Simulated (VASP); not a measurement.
Set up this calculation in VASP 6.6.1, as the native input.

```yaml
Task: single point
Functional: LDA
Potentials_or_basis: VASP PAW LDA potentials, release 64 (Ti_sv, Ni)
Cutoff: 520 eV
k_mesh: 12 × 12 × 9
Occupations: fermi-dirac, width 0.08 eV
Spin: collinear spin, ferromagnetic start
Starting_moments: "[0.2, 0.2] μB"
Fixed_moment: 0.4 μB
Dipole_correction: no
Further_INCAR_settings: ALGO = Normal; EDIFF = 1e-06; NBANDS = 22
```

The structure of TiNi lies in POSCAR:

```
TiNi
1.0
    2.7358030000      0.0000000000      0.0000000000
    0.0000000000      2.7358030000      0.0000000000
    0.0000000000      0.0000000000      3.5814100000
Ti Ni
1 1
Direct
    0.5000000000      0.5000000000      0.5000000000
    0.0000000000      0.0000000000      0.0000000000
```

These files were run (other wordings do the same):

INCAR

```
SYSTEM = TiNi
PREC     = Accurate       ! precision mode
ENCUT    = 520            ! plane-wave cutoff, eV
EDIFF    = 1E-6           ! SCF threshold, eV
ISMEAR   = -1             ! smearing method
SIGMA    = 0.08           ! smearing width, eV
LREAL    = .FALSE.        ! projectors in reciprocal space
LASPH    = .TRUE.         ! aspherical terms in the spheres
NELM     = 150            ! most SCF steps
ALGO     = Normal         ! electronic algorithm
ISIF     = 2              ! what is computed and relaxed
LWAVE    = .FALSE.        ! write WAVECAR
LCHARG   = .FALSE.        ! write CHGCAR
ISPIN    = 2              ! spin polarisation
MAGMOM   = 0.2 0.2        ! initial moments
LORBIT   = 11             ! projections on sites
NUPDOWN  = 0.4            ! fixed moment
LMAXMIX  = 4              ! l up to which the mixer works
NBANDS   = 22             ! bands
```

KPOINTS

```
Automatic mesh
0
G
  12 12 9
  0 0 0
```

Potentials or basis: VASP PAW LDA potentials, release 64 (Ti_sv, Ni).

The run is started by

```console
$ cat potpaw_LDA.64/Ti_sv/POTCAR potpaw_LDA.64/Ni/POTCAR > POTCAR
$ mpirun -np 1 vasp_std > vasp.out
```

Results of the run:

```yaml
Pressure: -11.5 GPa
Net_moment: 0.40 μB per cell
Site_moments: Ti +0.23; Ni +0.11 μB
Valence_electrons_inside_the_program's_atomic_spheres: Ti 10.33; Ni 9.35
```

Caveat: the cell stands under tension; the total moment is fixed, so each spin has its own Fermi level and the state may be an excited one.

It took 55 s on 1 thread of Intel(R) Xeon(R) 6975P-C (Granite Rapids), on a shared host, peak memory 0.23 GiB.
